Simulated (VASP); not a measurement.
# BaH4 (R-3m) in VASP: a series of runs

BaH4 is run at these levels: PBE; tasks: single point.

Program: VASP 6.6.1. These are calculated values, not measurements. Logs are shortened: lines on timing, memory, paths and dates and some standing lists are left out, and cuts for length are marked.

## 1. The cell of the first run

Symmetry: R-3m, No. 166, trigonal system. The conventional cell has a = 4.405 Å, b = 4.405 Å, c = 10.098 Å, α = 90.00°, β = 90.00°, γ = 120.00°. Ba (site symmetry -3m) has 20 H at 2.64 to 3.28 Å within 3.5 Å. Within 3.0 Å of H (site symmetry 3m) lie 11 H at 2.02 to 2.93 Å and 4 Ba at 2.64 Å. Within 1.1 Å of H (site symmetry 3m) lie 1 H at 0.78 Å.

## 2. Single point, PBE (11.31 Å³/atom)

File INCAR:

```
ALGO = Normal ; EDIFF = 1E-6
ENCUT = 520 ; GGA = PE
ISIF = 2 ; ISMEAR = 0
LASPH = T ; LCHARG = F
LREAL = F ; LWAVE = F
NBANDS = 15 ; NELM = 100
PREC = Accurate ; SIGMA = 0.02
```

File KPOINTS:

```
k-points
0
Gamma
  6 6 6
```

File POSCAR:

```
BaH4
1.0
    2.2026314858      1.2716898811      3.3660741064
   -2.2026314858      1.2716898811      3.3660741064
    0.0000000000     -2.5433797626      3.3660741063
Ba H
1 4
Direct
    0.0000000000      0.0000000000      0.0000000000
    0.7384236753      0.7384236753      0.7384236753
    0.2615763247      0.2615763247      0.2615763247
    0.4615731837      0.4615731837      0.4615731837
    0.5384268163      0.5384268163      0.5384268163
```

Potentials or basis: VASP PAW PBE potentials, release 64 (Ba_sv, H).

Started as:

```console
$ cat potpaw_PBE.64/Ba_sv/POTCAR potpaw_PBE.64/H/POTCAR > POTCAR
$ mpirun -np 1 vasp_std > vasp.out
```

OUTCAR:

```text
EDIFF = 1E-6
   ENCUT = 520
   GGA = PE
   ISIF = 2
   ISMEAR = 0
   LASPH = T
   LREAL = F
   NELM = 100
   PREC = Accurate

 ion  position               nearest neighbor table
   1  0.000  0.000  0.000-   2 2.64   3 2.64   2 2.64   3 2.64   2 2.64   2 2.64   3 2.64   3 2.64

   2  0.738  0.738  0.738-   1 2.64   1 2.64   1 2.64   1 2.64
   3  0.262  0.262  0.262-   1 2.64   1 2.64   1 2.64   1 2.64
   4  0.462  0.462  0.462-   5 0.78
   5  0.538  0.538  0.538-   4 0.78

  LATTYP: Found a trigonal (rhomboedric) cell.
 ALAT       =     4.2189140197
 COS(alpha) =     0.4548546244

  Lattice vectors:

 A1 = (   2.2026314858,   1.2716898811,   3.3660741064)
 A2 = (  -2.2026314858,   1.2716898811,   3.3660741064)
 A3 = (   0.0000000000,  -2.5433797626,   3.3660741063)

Analysis of symmetry for initial positions (statically):
=====================================================================
 Subroutine PRICEL returns:
 Original cell was already a primitive cell.

 Routine SETGRP: Setting up the symmetry group for a
 trigonal (rhombohedral) supercell.

 Subroutine GETGRP returns: Found 12 space group operations
 (whereof 12 operations were pure point group operations)
 out of a pool of 12 trial point group operations.

The static configuration has the point symmetry D_3d.

Analysis of symmetry for dynamics (positions and initial velocities):
=====================================================================
 Subroutine PRICEL returns:
 Original cell was already a primitive cell.

 Routine SETGRP: Setting up the symmetry group for a
 trigonal (rhombohedral) supercell.

 Subroutine GETGRP returns: Found 12 space group operations
 (whereof 12 operations were pure point group operations)
 out of a pool of 12 trial point group operations.

The dynamic configuration has the point symmetry D_3d.

 Subroutine INISYM returns: Found 12 space group operations
 (whereof 12 operations are pure point group operations),
 and found     1 'primitive' translations

----------------------------------------------------------------------------------------

                                     Primitive cell

  volume of cell :      56.5715

  direct lattice vectors                    reciprocal lattice vectors
     2.202631486  1.271689881  3.366074106     0.227001204  0.131059206  0.099027331
    -2.202631486  1.271689881  3.366074106    -0.227001204  0.131059206  0.099027331
     0.000000000 -2.543379763  3.366074106     0.000000000 -0.262118413  0.099027331

  length of vectors
     4.218914020  4.218914020  4.218914020     0.280200775  0.280200775  0.280200775

  position of ions in fractional coordinates (direct lattice)
     0.000000000  0.000000000  0.000000000
     0.738423675  0.738423675  0.738423675
     0.261576325  0.261576325  0.261576325
     0.461573184  0.461573184  0.461573184
     0.538426816  0.538426816  0.538426816

  ion indices of the primitive-cell ions
   primitive index   ion index
                 1           1
                 2           2
                 3           3
                 4           4
                 5           5

----------------------------------------------------------------------------------------

 KPOINTS: k-points

Automatic generation of k-mesh.
 Grid dimensions read from file:
 generate k-points for:    6    6    6

 Generating k-lattice:

  Cartesian coordinates                     Fractional coordinates (reciprocal lattice)
     0.037833534  0.021843201  0.016504555     0.166666667  0.000000000 -0.000000000
    -0.037833534  0.021843201  0.016504555     0.000000000  0.166666667 -0.000000000
     0.000000000 -0.043686402  0.016504555     0.000000000  0.000000000  0.166666667

  Length of vectors
     0.046700129  0.046700129  0.046700129

  Shift w.r.t. Gamma in fractional coordinates (k-lattice)
     0.000000000  0.000000000  0.000000000

 Subroutine IBZKPT returns following result:
 ===========================================

 Found     32 irreducible k-points:

 Following reciprocal coordinates:
            Coordinates               Weight
  0.000000  0.000000  0.000000      1.000000
  0.166667  0.000000 -0.000000      6.000000
  0.333333  0.000000 -0.000000      6.000000
  0.500000  0.000000 -0.000000      3.000000
  0.166667  0.166667 -0.000000      6.000000
  0.333333  0.166667 -0.000000     12.000000
[... 16 lines left out ...]
  0.500000  0.500000  0.166667      6.000000
 -0.333333  0.500000  0.166667     12.000000
 [... further k-points ...]
   k-points           NKPTS =     32   k-points in BZ     NKDIM =     32   number of bands    NBANDS=     15
   number of dos      NEDOS =    301   number of ions     NIONS =      5
   total plane-waves  NPLWV =  32768
   dimension x,y,z NGX =    32 NGY =   32 NGZ =   32
   dimension x,y,z NGXF=    64 NGYF=   64 NGZF=   64
   ions per type =               1   4
   NGX,Y,Z   is equivalent  to a cutoff of  12.61, 12.61, 12.61 a.u.
   NGXF,Y,Z  is equivalent  to a cutoff of  25.22, 25.22, 25.22 a.u.
 SYSTEM =  unknown system
   PREC   = accura    normal or accurate (medium, high low for compatibility)
   ISTART =      0    job   : 0-new  1-cont  2-samecut
   ICHARG =      2    charge: 1-file 2-atom 10-const
   ISPIN  =      1    spin polarized calculation?
   LNONCOLLINEAR =      F non collinear calculations
   LSORBIT =      F    spin-orbit coupling
   LASPH  =      T    aspherical Exc in radial PAW
   ENCUT  =  520.0 eV  38.22 Ry    6.18 a.u.   7.84  7.84  7.84*2*pi/ulx,y,z
   NELM   =    100;   NELMIN=  2; NELMDL= -5     # of ELM steps
   EDIFF  = 0.1E-05   stopping-criterion for ELM
   LREAL  =      F    real-space projection
   EDIFFG = 0.1E-04   stopping-criterion for IOM
   NSW    =      0    number of steps for IOM
   IBRION =     -1    ionic relax: 0-MD 1-quasi-New 2-CG
   NFREE  =      0    steps in history (QN), initial steepest desc. (CG)
   ISIF   =      2    stress and relaxation
   ISYM   =      2    0-nonsym 1-usesym 2-fastsym
   POTIM  = 0.5000    time-step for ionic-motion
   TEBEG  =    0.0;   TEEND  =   0.0 temperature during run
   PSTRESS=    0.0 pullay stress
   NELECT =      14.0000    total number of electrons
   NUPDOWN=      -1.0000    fix difference up-down
   EMIN   =  10.00;   EMAX   =-10.00  energy-range for DOS
   EFERMI =   0.00;   METHOD = LEGACY
   ISMEAR =     0;   SIGMA  =   0.02  broadening in eV -4-tet -1-fermi 0-gaus
   EFERMI_NEDOS =   21; number of points for ismear=-14 and -15
   IALGO  =     38    algorithm
   IMIX   =      4    mixing-type and parameters
     AMIX     =   0.40;   BMIX     =  1.00
     AMIX_MAG =   1.60;   BMIX_MAG =  1.00
  volume/ion in A,a.u.               =      11.31        76.35
  Fermi-wavevector in a.u.,A,eV,Ry     =   1.027823  1.942303 14.373458  1.056419
  Thomas-Fermi vector in A             =   2.161787
   LORBIT       =      0    0 simple, 1 ext, 2 COOP (PROOUT), +10 PAW based schemes
   GGA     = PE    functional components
   LHFCALC =     F    Hartree Fock is set to
   AEXX    =    0.0000 exact exchange contribution
   IVDW    =     0    specifies the selected vdW correction
   LEPSILON=     F    determine dielectric tensor
   LRPA    =     F    only Hartree local field effects (RPA)
 non-spin polarized calculation
 Gauss-broadening in eV      SIGMA  =   0.02
  energy-cutoff  :      520.00
  volume of cell :       56.57
 maximum number of plane-waves:      1548
   NGX = 15   NGY = 15   NGZ = 15

 number of electron      13.9999999 magnetization

 Free energy of the ion-electron system (eV)
  ---------------------------------------------------
  ext. energy  EPLUGINS =         0.00000000
  ---------------------------------------------------
  free energy    TOTEN  =       -16.65587104 eV

  energy without entropy =      -16.65587104  energy(sigma->0) =      -16.65587104

 E-fermi :   1.1317     XC(G=0):  -8.9294

 val. band max:        1.0208046102   @ k =   0.0000   0.0000   0.0000
 cond. band min:       3.4940525050   @ k =   0.5000   0.0000  -0.0000
 fundamental gap:      2.4732478948
 Fermi energy:         1.1317129573

 k-point     1 :       0.0000    0.0000    0.0000
  band No.  band energies     occupation
      1     -25.4584      2.00000
      2     -10.3949      2.00000
      3     -10.3949      2.00000
      4     -10.3470      2.00000
      5      -6.9255      2.00000
      6      -0.3634      2.00000
      7       1.0208      2.00000
      8       4.2131      0.00000
      9       4.2131      0.00000
     10       4.8068      0.00000
     11       6.5217      0.00000
     12       6.5217      0.00000
     13       6.8160      0.00000
     14       9.4999      0.00000
     15       9.4999      0.00000

 k-point     2 :       0.1667    0.0000   -0.0000
  band No.  band energies     occupation
      1     -25.4392      2.00000
      2     -10.7107      2.00000
      3     -10.4108      2.00000
      4     -10.3762      2.00000
      5      -6.5516      2.00000
      6      -0.5453      2.00000
      7       0.4373      2.00000
      8       4.3846      0.00000
      9       4.5898      0.00000
     10       5.4035      0.00000
     11       5.9549      0.00000
     12       5.9956      0.00000
     13       8.7290      0.00000
     14      10.4653      0.00000
     15      10.9502      0.00000
[... 365 lines left out ...]
      3     -10.7051      2.00000
      4     -10.6408      2.00000
      5      -6.2641      2.00000
      6      -1.1156      2.00000
      7      -0.1693      2.00000
      8       5.3501      0.00000
      9       5.6097      0.00000
     10       6.8247      0.00000
     11       8.3980      0.00000
     12       8.6248      0.00000
     13       9.8937      0.00000
     14       9.9620      0.00000
     15      10.7592      0.00000

 k-point    24 :      -0.3333    0.5000    0.1667
  band No.  band energies     occupation
      1     -25.3487      2.00000
      2     -11.1031      2.00000
      3     -10.8081      2.00000
      4     -10.7095      2.00000
      5      -6.2214      2.00000
      6      -0.9057      2.00000
      7      -0.1339      2.00000
      8       4.4660      0.00000
      9       6.5860      0.00000
     10       7.2128      0.00000
     11       8.2361      0.00000
     12       8.4832      0.00000
     13       9.2597      0.00000
     14      10.3696      0.00000
     15      10.6002      0.00000

 [... further k-points ...]

------------------------ aborting loop because EDIFF is reached ----------------------------------------

  FORCE on cell =-STRESS in cart. coord.  units (eV):
  Direction    XX          YY          ZZ          XY          YZ          ZX
  --------------------------------------------------------------------------------------
  -------------------------------------------------------------------------------------
  Total        1.8683357      1.8683357      1.8089945      0.0000000     -0.0000000      0.0000000
  in kB       52.9136250     52.9136250     51.2330066      0.0000000     -0.0000000      0.0000000
  external PRESSURE =      52.3534189 kB  Pullay stress =       0.0000000 kB

 VOLUME and BASIS-vectors are now :
 -----------------------------------------------------------------------------
  energy-cutoff  :      520.00
  volume of cell :       56.57
      direct lattice vectors                 reciprocal lattice vectors
     2.202631486  1.271689881  3.366074106     0.227001204  0.131059206  0.099027331
    -2.202631486  1.271689881  3.366074106    -0.227001204  0.131059206  0.099027331
     0.000000000 -2.543379763  3.366074106     0.000000000 -0.262118413  0.099027331

 POSITION                                       TOTAL-FORCE (eV/Angst)
 -----------------------------------------------------------------------------------
      0.00000      0.00000      0.00000        -0.000000     -0.000000      0.000000
      0.00000     -0.00000      7.45677         0.000000      0.000000     -0.007836
      0.00000     -0.00000      2.64146         0.000000     -0.000000      0.007836
      0.00000     -0.00000      4.66107         0.000000     -0.000000      0.021807
      0.00000     -0.00000      5.43715         0.000000      0.000000     -0.021807
 -----------------------------------------------------------------------------------
    total drift:                               -0.000000      0.000000     -0.000000

  FREE ENERGIE OF THE ION-ELECTRON SYSTEM (eV)
  ---------------------------------------------------
  free  energy   TOTEN  =       -16.6558710394 eV

  energy  without entropy=      -16.6558710394  energy(sigma->0) =      -16.65587104
```

Wall time 13 s (1 thread of AMD EPYC 9R45 (Zen 5), shared host); peak memory 0.15 GiB.

What came out:

- Free energy: -16.6559 eV
- Pressure: 5.2 GPa
- Largest force: 0.022 eV/Å
- Band gap on the k mesh: 2.47 eV (least direct gap 2.64 eV)

Forces on the atoms (eV/Å):
```
Ba   0.000  0.000  0.000
H    0.000  0.000 -0.008
H    0.000  0.000  0.008
H    0.000  0.000  0.022
H    0.000  0.000 -0.022
```

Stress tensor (GPa, compression positive):
```
5.29 0.00 0.00
0.00 5.29 0.00
0.00 0.00 5.12
```

Levels at points of the mesh, in eV from the valence-band top:
```
           k point  band 5  band 6  band 7  band 8  band 9  band 10
(0.00, 0.00, 0.00)   -7.95   -1.38    0.00    3.19    3.19     3.79
(0.50, 0.00, 0.00)   -6.69   -2.81   -0.16    2.47    2.90     6.46
(0.50, 0.50, 0.00)   -7.46   -2.24   -0.85    4.86    5.52     6.46
(0.50, 0.50, 0.50)   -6.75   -3.34   -0.19    2.71    2.71     6.67
```

Caveat: the cell stands under pressure; spin-orbit coupling is left out, which moves the levels of the heavy elements.

## 3. Single point, PBE (12.09 Å³/atom)

This run uses another cell than the first one, of 12.09 Å³/atom.

File INCAR:

```
SYSTEM = BaH4
ALGO     = Normal         ! electronic algorithm
EDIFF    = 1E-6           ! SCF threshold, eV
ENCUT    = 520            ! plane-wave cutoff, eV
GGA      = PE             ! functional
ISIF     = 2              ! what is computed and relaxed
ISMEAR   = 0              ! smearing method
LASPH    = .True.         ! aspherical terms in the spheres
LCHARG   = .False.        ! write CHGCAR
LREAL    = .False.        ! projectors in reciprocal space
LWAVE    = .False.        ! write WAVECAR
NBANDS   = 15             ! bands
NELM     = 100            ! most SCF steps
PREC     = Accurate       ! precision mode
SIGMA    = 0.02           ! smearing width, eV
```

File KPOINTS:

```
k-points
0
Gamma
  6 6 6
  0 0 0
```

File POSCAR:

```
BaH4
1.0
    2.2472577817      1.2974548852      3.4541942315
   -2.2472577817      1.2974548852      3.4541942315
    0.0000000000     -2.5949097705      3.4541942314
Ba H
1 4
Direct
    0.0000000000      0.0000000000      0.0000000000
    0.7399634925      0.7399634925      0.7399634925
    0.2600365075      0.2600365075      0.2600365075
    0.4627000739      0.4627000739      0.4627000739
    0.5372999261      0.5372999261      0.5372999261
```

Potentials or basis: VASP PAW PBE potentials, release 64 (Ba_sv, H).

Started as:

```console
$ cat potpaw_PBE.64/Ba_sv/POTCAR potpaw_PBE.64/H/POTCAR > POTCAR
$ mpirun -np 1 vasp_std > vasp.out
```

Wall time 13 s (1 thread of AMD EPYC 9R45 (Zen 5), shared host); peak memory 0.16 GiB.

The run converged. Its results:

```
Free energy            : -16.7503 eV
Pressure               : 2.4 GPa
Largest force          : 0.026 eV/Å
Band gap on the k mesh : 2.48 eV (least direct gap 2.78 eV)
```

Forces on the atoms (eV/Å):
```
Ba   0.000  0.000  0.000
H    0.000  0.000 -0.009
H    0.000  0.000  0.009
H    0.000  0.000  0.026
H    0.000  0.000 -0.026
```

Stress tensor (GPa, compression positive):
```
2.48 0.00 0.00
0.00 2.48 0.00
0.00 0.00 2.38
```

Levels at points of the mesh, in eV from the valence-band top:
```tsv
k point	band 3	band 4	band 5	band 6	band 7	band 8	band 9	band 10	band 11	band 12
(0.00, 0.00, 0.00)	-11.62	-11.58	-7.80	-1.53	0.00	3.17	3.17	3.67	5.30	5.30
(0.50, 0.00, 0.00)	-11.67	-11.66	-6.75	-2.68	-0.30	2.48	2.90	6.21	6.26	7.21
(0.50, 0.50, 0.00)	-11.85	-11.79	-7.35	-2.11	-0.98	4.56	5.29	6.19	6.52	6.89
(0.50, 0.50, 0.50)	-11.72	-11.72	-6.77	-3.14	-0.32	2.74	2.74	6.32	6.71	6.71
```

Caveat: spin-orbit coupling is left out, which moves the levels of the heavy elements.

(Part 1 of 2 ends here.)
